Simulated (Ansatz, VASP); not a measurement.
## Two plane-wave programs on ZrC

The input INCAR:

```
SYSTEM = ZrC
PREC     = Accurate       ! precision mode
ENCUT    = 520            ! plane-wave cutoff, eV
EDIFF    = 1E-8           ! SCF threshold, eV
ISMEAR   = -1             ! smearing method
SIGMA    = 0.05           ! smearing width, eV
LREAL    = .FALSE.        ! projectors in reciprocal space
LASPH    = .TRUE.         ! aspherical terms in the spheres
NELM     = 100            ! most SCF steps
ALGO     = Normal         ! electronic algorithm
ISIF     = 2              ! what is computed and relaxed
LWAVE    = .FALSE.        ! write WAVECAR
LCHARG   = .FALSE.        ! write CHGCAR
GGA      = PS             ! functional
LEFG     = .TRUE.       
NBANDS   = 15             ! bands
```

Contents of KPOINTS:

```
regular mesh
0
G
  15 15 15
  0 0 0
```

Contents of POSCAR:

```
ZrC
1.0
    0.0000000000      2.3502100000      2.3267079000
    2.3502100000      0.0000000000      2.3267079000
    2.3502100000      2.3502100000      0.0000000000
Zr C
1 1
Direct
    0.5000000000      0.5000000000      0.5000000000
    0.0000000000      0.0000000000      0.0000000000
```

Input for Ansatz:

```yaml
crystal:
  lattice:
    - [0.0, 2.35021, 2.3267079]
    - [2.35021, 0.0, 2.3267079]
    - [2.35021, 2.35021, 0.0]
  atoms:
    - { symbol: Zr, position: [0.5, 0.5, 0.5] }
    - { symbol: C, position: [0.0, 0.0, 0.0] }
kpoints:
  mp_grid: { grid: [15, 15, 15] }
scf:
  occupations: { method: fermi_dirac, width: 0.05 }
hamiltonian:
  xc: pbesol
  pseudopotentials: { kind: paw }
output:
  forces: true
  stress: true
  eigenvalues: true
  efg: { contact_densities: true }
  write_density: true
  write_potential: true
  elf: true
  volumetric_format: npy
```

Change from the starting cell: zz strain of -1 %, PAW files.

Alike in both runs: task electric field gradients; functional PBEsol; k mesh 15 × 15 × 15; occupations fermi-dirac, width 0.05 eV; no spin polarisation.

|  | VASP | Ansatz |
| --- | --- | --- |
| version | VASP 6.6.1 | Ansatz 0.2.0 |
| potentials or method | VASP PAW PBE potentials, release 64 (Zr_sv, C) | PAW with Ansatz's default frozen-core files, scalar-relativistic |
| plane-wave cutoff (eV) | 520 | 420 |
| valence electrons in the cell | 16 | 16 |

|  | VASP | Ansatz | Ansatz less VASP |
| --- | --- | --- | --- |
| pressure (GPa) | -1.9 | -2.3 | -0.37 |
| traceless stress, the component that is largest in VASP (GPa) | 2.54 | 2.52 | -0.019 |
| size of Vzz on the site where it differs most (V/Å²) | 14.8 | 15.0 | +0.27 |

VASP's potentials were made for PBE, not for PBEsol.
